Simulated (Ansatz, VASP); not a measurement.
# VGe: VASP beside Ansatz

INCAR

```
SYSTEM = VGe
PREC = Accurate ; ENCUT = 500
EDIFF = 1E-6 ; ISMEAR = -1
SIGMA = 0.05 ; LREAL = .False.
LASPH = .True. ; NELM = 120
ALGO = Normal ; ISIF = 2
LWAVE = .False. ; LCHARG = .False.
GGA = PE ; NBANDS = 20
GGA_COMPAT = .False.
```

The input KPOINTS:

```
Automatic mesh
0
Gamma
  13 13 13
  0 0 0
```

POSCAR

```
VGe
1.0
    0.0000000000      2.8067816647      2.8067816647
    2.8067816647      0.0000000000      2.8067816647
    2.8067816647      2.8067816647      0.0000000000
V Ge
1 1
Direct
    0.0000000000      0.0000000000      0.0000000000
    0.2500000000      0.2500000000      0.2500000000
```

Input for Ansatz:

```yaml
crystal:
  lattice:
    - [0.0, 2.8067816647, 2.8067816647]
    - [2.8067816647, 0.0, 2.8067816647]
    - [2.8067816647, 2.8067816647, 0.0]
  atoms:
    - { symbol: V, position: [0.0, 0.0, 0.0] }
    - { symbol: Ge, position: [0.25, 0.25, 0.25] }
kpoints:
  mp_grid: { grid: [13, 13, 13] }
scf:
  occupations: { method: fermi_dirac, width: 0.05 }
hamiltonian:
  xc: pbe
  pseudopotentials: { kind: all_electron, datasets: crystal }
output:
  forces: true
  stress: true
  eigenvalues: true
```

Change from the starting cell: volume scaled by 1, crystal datasets.

Alike in both runs: task single point; functional PBE; k mesh 13 × 13 × 13; occupations fermi-dirac, width 0.05 eV; no spin polarisation.

|  | VASP | Ansatz |
| --- | --- | --- |
| version | VASP 6.6.1 | Ansatz 0.2.0 |
| potentials or method | VASP PAW PBE potentials, release 64 (V_sv, Ge_d), cutoff 500 eV | all-electron PAW with datasets made for the crystal, scalar-relativistic |

|  | VASP | Ansatz | Ansatz less VASP |
| --- | --- | --- | --- |
| pressure (GPa) | 0.0 | 0.0 | -0.03 |

Ansatz ran all-electron here, and VASP with PAW potentials.
